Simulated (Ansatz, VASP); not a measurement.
**Two plane-wave programs on BiO5**

Contents of INCAR:

```
  PREC = Accurate
  ENCUT = 600
  EDIFF = 1E-7
  ISMEAR = 0
  SIGMA = 0.2
  LREAL = F
  LASPH = T
  NELM = 120
  ALGO = Normal
  ISIF = 3
  LWAVE = F
  LCHARG = F
  GGA = PE
  IBRION = 2
  NSW = 36
  EDIFFG = -0.08
  GGA_COMPAT = F
  NELMIN = 4
```

The input KPOINTS:

```
regular mesh
0
Gamma
  4 4 4
```

The input POSCAR:

```
BiO5
1.0
    5.0767544700      0.0000000000      0.0000000000
   -2.5383772300      4.3965983400      0.0000000000
    0.0000000000      0.0000000000      4.5619424500
Bi O
1 5
Direct
    0.0000000000      0.0000000000      0.5000000000
    0.0000000000      0.6383360000      0.0000000000
    0.6383360000      0.0000000000      0.0000000000
    0.3616640000      0.3616640000      0.0000000000
    0.6666666700      0.3333333300      0.5000000000
    0.3333333300      0.6666666700      0.5000000000
```

Input for Ansatz:

```yaml
crystal:
  lattice:
    - [5.07675447, 0.0, 0.0]
    - [-2.53837723, 4.39659834, 0.0]
    - [0.0, 0.0, 4.56194245]
  atoms:
    - { symbol: Bi, position: [0.0, 0.0, 0.5] }
    - { symbol: O, position: [0.0, 0.638336, 0.0] }
    - { symbol: O, position: [0.638336, 0.0, 0.0] }
    - { symbol: O, position: [0.361664, 0.361664, 0.0] }
    - { symbol: O, position: [0.66666667, 0.33333333, 0.5] }
    - { symbol: O, position: [0.33333333, 0.66666667, 0.5] }
basis:
  ecutwfc: 420
kpoints:
  mp_grid: { grid: [4, 4, 4] }
hamiltonian:
  xc: pbe
scf:
  occupations: { method: gaussian, width: 0.2 }
  lower_state_search: "off"
output:
  forces: true
  stress: true
  eigenvalues: true
relax:
  adjacent_minimum: "off"
  f_tol: 0.08
  max_steps: 16
  cell: { stress_tol: 0.8 }
```

Change from the starting cell: species swapped into the YMg5 type (P-62m, No. 189).

Alike in both runs: task relaxation of cell and atoms; functional PBE; k mesh 4 × 4 × 4; occupations gaussian, width 0.2 eV; no spin polarisation.

|  | VASP | Ansatz |
| --- | --- | --- |
| version | VASP 6.6.1 | Ansatz 0.2.0 |
| potentials or method | VASP PAW PBE potentials, release 64 (Bi_d, O), cutoff 600 eV | scalar-relativistic, plane waves, PAW |
| valence electrons in the cell | 45 | 45 |

|  | VASP | Ansatz | Ansatz less VASP |
| --- | --- | --- | --- |
| gap on the k mesh at the Fermi level, each at its own relaxed structure (eV) | none | none | - |
| relaxed volume (Å³/atom) | 10.71 | 10.72 | +0.018 |
| relaxed cell length with the largest relative difference (Å) | 3.287 | 3.278 | -0.0087 |

A gap of «none» marks a metal or a gap that the smearing closes.

Spin-orbit coupling is off throughout. Noted on VASP's run: the volume moved by over 15 % at a fixed basis, so the end points are rough.
